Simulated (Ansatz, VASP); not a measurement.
**One calculation of SnO2, two programs**

INCAR

```
SYSTEM = SnO2
PREC = Accurate
ENCUT = 520
EDIFF = 1E-6
ISMEAR = -1
SIGMA = 0.05
LREAL = .False.
LASPH = .True.
NELM = 60
ALGO = Normal
ISIF = 2
LWAVE = .False.
LCHARG = .True.
LELF = .True.
LVHAR = .True.
NBANDS = 35
```

KPOINTS

```
Automatic mesh
0
Gamma
  6 6 8
  0 0 0
```

The input POSCAR:

```
SnO2
1.0
    4.7380000000      0.0000000000      0.0000000000
    0.0000000000      4.7380000000      0.0000000000
    0.0000000000      0.0000000000      3.1865000000
Sn O
2 4
Direct
    0.5000000000      0.5000000000      0.5000000000
    0.0000000000      0.0000000000      0.0000000000
    0.8071000000      0.1929000000      0.5000000000
    0.6929000000      0.6929000000      0.0000000000
    0.1929000000      0.8071000000      0.5000000000
    0.3071000000      0.3071000000      0.0000000000
```

Contents of input.yaml:

```yaml
crystal:
  lattice:
    - [4.738, 0.0, 0.0]
    - [0.0, 4.738, 0.0]
    - [0.0, 0.0, 3.1865]
  atoms:
    - { symbol: Sn, position: [0.5, 0.5, 0.5] }
    - { symbol: Sn, position: [0.0, 0.0, 0.0] }
    - { symbol: O, position: [0.8071, 0.1929, 0.5] }
    - { symbol: O, position: [0.6929, 0.6929, 0.0] }
    - { symbol: O, position: [0.1929, 0.8071, 0.5] }
    - { symbol: O, position: [0.3071, 0.3071, 0.0] }
hamiltonian:
  xc: lda
  pseudopotentials: { kind: paw }
kpoints:
  mp_grid: { grid: [6, 6, 8] }
  band_path:
    path:
      - [[0.0, 0.0, 0.0], [0.0, 0.5, 0.0], [0.5, 0.5, 0.0], [0.0, 0.0, 0.0], [0.0, 0.0, 0.5], [0.0, 0.5, 0.5], [0.5, 0.5, 0.5], [0.0, 0.0, 0.5]]
      - [[0.0, 0.5, 0.0], [0.0, 0.5, 0.5]]
      - [[0.5, 0.5, 0.0], [0.5, 0.5, 0.5]]
    npoints: 14
scf:
  occupations: { method: fermi_dirac, width: 0.05 }
  n_extra_bands: 15
output:
  forces: true
  stress: true
  eigenvalues: true
  fatbands: true
```

Alike in both runs: functional LDA; k mesh 6 × 6 × 8; occupations fermi-dirac, width 0.05 eV; no spin polarisation.

|  | VASP | Ansatz |
| --- | --- | --- |
| version | VASP 6.6.1 | Ansatz 0.2.0 |
| potentials or method | VASP PAW LDA potentials, release 64 (Sn_d, O) | Ansatz PAW |
| plane-wave cutoff (eV) | 520 | 420 |
| valence electrons in the cell | 52 | 52 |
| task | single point | band structure |

```csv
,VASP,Ansatz,Ansatz less VASP
gap on the k mesh at the Fermi level (eV),1.17,1.13,-0.035
least direct gap on the mesh (eV),1.17,1.13,-0.035
pressure (GPa),0.3,-0.7,-1.07
"traceless stress, the component that is largest in VASP (GPa)",1.03,0.70,-0.336
rms of the force components (eV/Å),0.085,0.073,-0.0122
```

LDA's correlation is that of Perdew and Zunger in VASP and of Perdew and Wang (1992) in Ansatz. Atom by atom the forces differ by 0.012 eV/Å (rms over components).

Noted on Ansatz's run: Pulay correction over one GPa.
